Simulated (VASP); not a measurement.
# TaF3 (Pm-3m) in VASP: further runs

TaF3 is run at these levels: r2SCAN+D3(BJ), r2SCAN+rVV10; tasks: single point.

Everything below comes from runs of VASP 6.6.1. Logs are shortened: lines on timing, memory, paths and dates and some standing lists are left out, and cuts for length are marked.

**1. The cell of the first run**

Symmetry: Pm-3m, No. 221, cubic system. Conventional cell: a = 4.130 Å, b = 4.130 Å, c = 4.130 Å, α = 90.00°, β = 90.00°, γ = 90.00°. Ta (site symmetry m-3m) has 6 F at 2.06 Å within 2.7 Å. F (site symmetry 4/mmm) has 2 Ta at 2.06 Å within 2.7 Å.

**2. Single point, r2SCAN+D3(BJ), collinear spin (17.61 Å³/atom)**

POSCAR reads:

```
TaF3
1.0
    4.1299885358      0.0000000000      0.0000000000
    0.0000000000      4.1299885358      0.0000000000
    0.0000000000      0.0000000000      4.1299885358
Ta F
1 3
Direct
    0.0000000000      0.0000000000      0.0000000000
    0.5000000000      0.0000000000      0.0000000000
    0.0000000000      0.5000000000      0.0000000000
    0.0000000000      0.0000000000      0.5000000000
```

INCAR.step1 reads:

```
  PREC = Accurate
  ENCUT = 660
  ISMEAR = 0
  SIGMA = 0.05
  LREAL = False
  LASPH = True
  NELM = 200
  ISPIN = 2
  MAGMOM = 0.94 0 0 0
  LMAXMIX = 4
  NBANDS = 28
  GGA = PE
  ALGO = Normal
  EDIFF = 1E-5
  LWAVE = True
  LCHARG = False
  GGA_COMPAT = False
```

INCAR.step2 reads:

```
  PREC = Accurate
  ENCUT = 660
  EDIFF = 1E-6
  ISMEAR = 0
  SIGMA = 0.05
  LREAL = False
  LASPH = True
  NELM = 200
  ALGO = Normal
  ISIF = 2
  LWAVE = False
  LCHARG = True
  ISPIN = 2
  MAGMOM = 0.94 0 0 0
  LORBIT = 11
  LMAXMIX = 4
  METAGGA = R2SCAN
  LMIXTAU = True
  IVDW = 12
  VDW_S6 = 1.0
  VDW_S8 = 0.78981345
  VDW_A1 = 0.49484001
  VDW_A2 = 5.73083694
  LELF = True
  LVHAR = True
  NBANDS = 28
  ISTART = 1
  GGA_COMPAT = False
```

KPOINTS reads:

```
Automatic mesh
0
Gamma
  6 6 6
```

Potentials or basis: VASP PAW PBE potentials, release 64 (Ta_pv, F).

Command:

```console
cat potpaw_PBE.64/Ta_pv/POTCAR potpaw_PBE.64/F/POTCAR > POTCAR
cp INCAR.step1 INCAR
mpirun -np 1 vasp_std > vasp.out
cp INCAR.step2 INCAR
mpirun -np 1 vasp_std > vasp.out
```

OUTCAR:

```text
PREC = Accurate
   ENCUT = 660
   EDIFF = 1E-6
   ISMEAR = 0
   LREAL = False
   LASPH = True
   NELM = 200
   ISIF = 2
   ISPIN = 2
   LORBIT = 11
   METAGGA = R2SCAN
   IVDW = 12
   ISTART = 1
 IVDW          = 12

 ion  position               nearest neighbor table
   1  0.000  0.000  0.000-   2 2.06   3 2.06   4 2.06   4 2.06   3 2.06   2 2.06
   2  0.500  0.000  0.000-   1 2.06   1 2.06
   3  0.000  0.500  0.000-   1 2.06   1 2.06
   4  0.000  0.000  0.500-   1 2.06   1 2.06

  LATTYP: Found a simple cubic cell.
 ALAT       =     4.1299885358

  Lattice vectors:

 A1 = (   4.1299885358,   0.0000000000,   0.0000000000)
 A2 = (   0.0000000000,   4.1299885358,   0.0000000000)
 A3 = (   0.0000000000,   0.0000000000,   4.1299885358)

Analysis of symmetry for initial positions (statically):
=====================================================================
 Subroutine PRICEL returns:
 Original cell was already a primitive cell.

 Routine SETGRP: Setting up the symmetry group for a
 simple cubic supercell.

 Subroutine GETGRP returns: Found 48 space group operations
 (whereof 48 operations were pure point group operations)
 out of a pool of 48 trial point group operations.

The static configuration has the point symmetry O_h .

Analysis of symmetry for dynamics (positions and initial velocities):
=====================================================================
 Subroutine PRICEL returns:
 Original cell was already a primitive cell.

 Routine SETGRP: Setting up the symmetry group for a
 simple cubic supercell.

 Subroutine GETGRP returns: Found 48 space group operations
 (whereof 48 operations were pure point group operations)
 out of a pool of 48 trial point group operations.

The dynamic configuration has the point symmetry O_h .

Analysis of structural, dynamic, and magnetic symmetry:
=====================================================================
 Subroutine PRICEL returns:
 Original cell was already a primitive cell.

 Routine SETGRP: Setting up the symmetry group for a
 simple cubic supercell.

 Subroutine GETGRP returns: Found 48 space group operations
 (whereof 48 operations were pure point group operations)
 out of a pool of 48 trial point group operations.

The overall configuration has the point symmetry O_h .

 Subroutine INISYM returns: Found 48 space group operations
 (whereof 48 operations are pure point group operations),
[... 119 lines left out ...]
   LORBIT       =     11    0 simple, 1 ext, 2 COOP (PROOUT), +10 PAW based schemes
   METAGGA = R2SCAN    functional components
   LHFCALC =     F    Hartree Fock is set to
   AEXX    =    0.0000 exact exchange contribution
   IVDW    =    12    specifies the selected vdW correction
   LEPSILON=     F    determine dielectric tensor
   LRPA    =     F    only Hartree local field effects (RPA)
 spin polarized calculation
 Gauss-broadening in eV      SIGMA  =   0.05
  energy-cutoff  :      660.00
  volume of cell :       70.44
 maximum number of plane-waves:      2800
 NGX is ok and might be reduce to    36
   NGX = 17   NGY = 17   NGZ = 17

 number of electron      31.9999988 magnetization       2.0000000

 Free energy of the ion-electron system (eV)
  ---------------------------------------------------
  ext. energy  EPLUGINS =         0.00000000
  ---------------------------------------------------
  free energy    TOTEN  =       -68.61435392 eV

  energy without entropy =      -68.61120707  energy(sigma->0) =      -68.61278049

 E-fermi :   2.7070     XC(G=0):  -8.6767

 val. band max:        2.5309988240   @ k =   0.5000   0.5000   0.0000
 cond. band min:       2.7070528094   @ k =   0.5000   0.1667   0.1667
 fundamental gap:      0.1760539854
 Fermi energy:         2.7070290851

 spin component 1

 k-point     1 :       0.0000    0.0000    0.0000
  band No.  band energies     occupation
      1     -35.6270      1.00000
      2     -35.6270      1.00000
      3     -35.6270      1.00000
      4     -26.0239      1.00000
      5     -25.7523      1.00000
      6     -25.7523      1.00000
[... 609 lines left out ...]
     27      11.3240      0.00000
     28      11.3240      0.00000
 Fermi energy:         2.7070290851

 spin component 2

 k-point     1 :       0.0000    0.0000    0.0000
  band No.  band energies     occupation
      1     -34.3436      1.00000
      2     -34.3436      1.00000
      3     -34.3436      1.00000
      4     -25.9546      1.00000
      5     -25.6975      1.00000
      6     -25.6975      1.00000
[... 609 lines left out ...]
     27      11.7616      0.00000
     28      12.2274      0.00000

------------------------ aborting loop because EDIFF is reached ----------------------------------------

 Edisp (eV)   -0.19987

 E8    (eV) :    -0.0647

  FORCE on cell =-STRESS in cart. coord.  units (eV):
  Direction    XX          YY          ZZ          XY          YZ          ZX
  --------------------------------------------------------------------------------------
  -------------------------------------------------------------------------------------
  Total      -0.10981    -0.10981    -0.10981     0.00000    -0.00000     0.00000
  in kB      -2.49753    -2.49753    -2.49753     0.00000    -0.00000     0.00000
  external pressure =       -2.50 kB  Pullay stress =        0.00 kB

 VOLUME and BASIS-vectors are now :
 -----------------------------------------------------------------------------
  energy-cutoff  :      660.00
  volume of cell :       70.44
      direct lattice vectors                 reciprocal lattice vectors
     4.129988536  0.000000000  0.000000000     0.242131423  0.000000000  0.000000000
     0.000000000  4.129988536  0.000000000     0.000000000  0.242131423  0.000000000
     0.000000000  0.000000000  4.129988536     0.000000000  0.000000000  0.242131423

 POSITION                                       TOTAL-FORCE (eV/Angst)
 -----------------------------------------------------------------------------------
      0.00000      0.00000      0.00000         0.000000      0.000000      0.000000
      2.06499      0.00000      0.00000         0.000000      0.000000      0.000000
      0.00000      2.06499      0.00000         0.000000      0.000000      0.000000
      0.00000      0.00000      2.06499         0.000000      0.000000      0.000000
 -----------------------------------------------------------------------------------
    total drift:                                0.000000      0.000000     -0.000000

  FREE ENERGIE OF THE ION-ELECTRON SYSTEM (eV)
  ---------------------------------------------------
  free  energy   TOTEN  =       -68.8142206589 eV

  energy  without entropy=      -68.8110738052  energy(sigma->0) =      -68.81264723

 total charge

# of ion       s       p       d       tot
------------------------------------------
    1        0.197   6.139   2.358   8.694
    2        1.731   4.419   0.000   6.150
    3        1.731   4.419   0.000   6.150
    4        1.731   4.419   0.000   6.150
--------------------------------------------------
tot          5.390  19.395   2.358  27.143

 magnetization (x)

# of ion       s       p       d       tot
------------------------------------------
    1        0.005   0.005   1.560   1.570
    2        0.001   0.020   0.000   0.021
    3        0.001   0.020   0.000   0.021
    4        0.001   0.020   0.000   0.021
--------------------------------------------------
tot          0.007   0.066   1.560   1.633
```

OSZICAR.step1:

```text
N       E                     dE             d eps       ncg     rms          rms(c)
DAV:   1     0.289728969354E+03    0.28973E+03   -0.19264E+04  2240   0.129E+03
DAV:   2    -0.126352264996E+02   -0.30236E+03   -0.28845E+03  2676   0.355E+02
DAV:   3    -0.291229988147E+02   -0.16488E+02   -0.16294E+02  2592   0.793E+01
DAV:   4    -0.292675702707E+02   -0.14457E+00   -0.14448E+00  2480   0.816E+00
DAV:   5    -0.292689897457E+02   -0.14195E-02   -0.14194E-02  2640   0.811E-01    0.216E+01
DAV:   6    -0.268438756549E+02    0.24251E+01   -0.73858E+00  2416   0.220E+01    0.104E+01
DAV:   7    -0.268629706931E+02   -0.19095E-01   -0.28704E-01  2304   0.403E+00    0.701E+00
DAV:   8    -0.269056433560E+02   -0.42673E-01   -0.28166E-01  2304   0.356E+00    0.209E+00
DAV:   9    -0.269779733702E+02   -0.72330E-01   -0.40985E-02  2308   0.130E+00    0.469E-01
DAV:  10    -0.269807498615E+02   -0.27765E-02   -0.49980E-03  2356   0.462E-01    0.183E-01
DAV:  11    -0.269813246129E+02   -0.57475E-03   -0.44044E-04  2448   0.142E-01    0.869E-02
DAV:  12    -0.269815048581E+02   -0.18025E-03   -0.19924E-04  2328   0.905E-02    0.243E-02
DAV:  13    -0.269814666446E+02    0.38213E-04   -0.48343E-05  2356   0.434E-02    0.274E-02
DAV:  14    -0.269814623617E+02    0.42829E-05   -0.79897E-06  1976   0.202E-02
   1 F= -.26981462E+02 E0= -.26979977E+02  d E =-.297157E-02  mag=     1.9995
```

It took 8.2 min on 1 thread of Intel Xeon 8259CL, shared host; peak memory 0.32 GiB.

Results:

```
Free energy                                           : -68.8142 eV
Pressure                                              : -0.2 GPa
Band gap on the k mesh                                : zero (filled and empty bands overlap)
Net moment                                            : 2.00 μB per cell
Site moments                                          : Ta +1.57; F +0.02 μB
Valence electrons inside the program's atomic spheres : Ta 8.69; F 6.15
Dispersion energy per atom                            : -0.050 eV
```

Caveat: three body term missing; the PAW data sets were made with another functional, which shifts forces and pressure a little; spin-orbit coupling is left out, which moves the levels of the heavy elements.

(Continued in part 2 of 2.)
